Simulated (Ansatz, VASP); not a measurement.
# Two plane-wave programs on TaZn2B3

```
Ta Zn B
1.0
     4.66831    0.00000    0.00000
    -2.33416    4.04288    0.00000
     0.00000    0.00000    3.44621
Ta Zn B
1 2 3
Direct
  0.00000 0.00000 0.00000
  0.66667 0.33333 0.00000
  0.33333 0.66667 0.00000
  0.00000 0.50000 0.50000
  0.50000 0.50000 0.50000
  0.50000 0.00000 0.50000
```

Change from the starting cell: species swapped into the LaCo3Ni2 type (P6/mmm, No. 191).

Alike in both runs: functional PBE; k mesh 12 × 12 × 12; occupations gaussian, width 0.1 eV; no spin polarisation.

Ansatz relaxed the structure, and its values are those at the end. VASP's run is a single point on that final structure, the one shown.

|  | VASP | Ansatz |
| --- | --- | --- |
| version | VASP 6.6.1 | Ansatz 0.2.0 |
| potentials or method | VASP PAW PBE potentials, release 64 (Ta_pv, Zn, B), cutoff 520 eV | scalar-relativistic, plane waves, PAW |
| valence electrons in the cell | 44 | 46 |

VASP gave:

```
gap on the k mesh at the Fermi level (eV) : none
pressure (GPa)                            : 0.4
```

Task: Estimate Ansatz's values.

Result: gap on the k mesh at the Fermi level (eV): none; pressure (GPa): 0.0.

A gap of «none» marks a metal or a gap that the smearing closes. VASP's potentials hold 44 valence electrons a cell and Ansatz's 46, so a difference there can come from the potentials and not from the codes.

Spin-orbit coupling is off throughout.
